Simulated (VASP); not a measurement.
MgS:

```
Mg S
1.0
     0.00000    2.90193    2.83087
     2.83087    0.00000    2.83087
     2.83087    2.90193    0.00000
Mg S
1 1
Direct
  0.00000 0.00000 0.00000
  0.75000 0.75000 0.75000
```

This cell differs from its parent crystal: uniaxial y strain +2.5%.

Base run:

```yaml
Program: VASP 6.6.1
Functional: HSE06
Potentials_or_basis: VASP PAW PBE potentials, release 64 (Mg, S)
Cutoff: 520 eV
k_mesh: 6 × 6 × 6
Occupations: gaussian, width 0.01 eV
Spin: no spin polarisation
```

Its results: band gap on the k mesh 4.35 eV; pressure -1.6 GPa.

Q: The run is repeated on the same cell with these changes: functional from HSE06 to r2SCAN; k mesh from 6 × 6 × 6 to 8 × 8 × 8. What comes out?

A: Band gap on the k mesh 3.97 eV; pressure -1.7 GPa.

Several settings changed at once.

Caveats: the PAW data sets were made with another functional, which shifts forces and pressure a little.

A k mesh can miss the band edges.
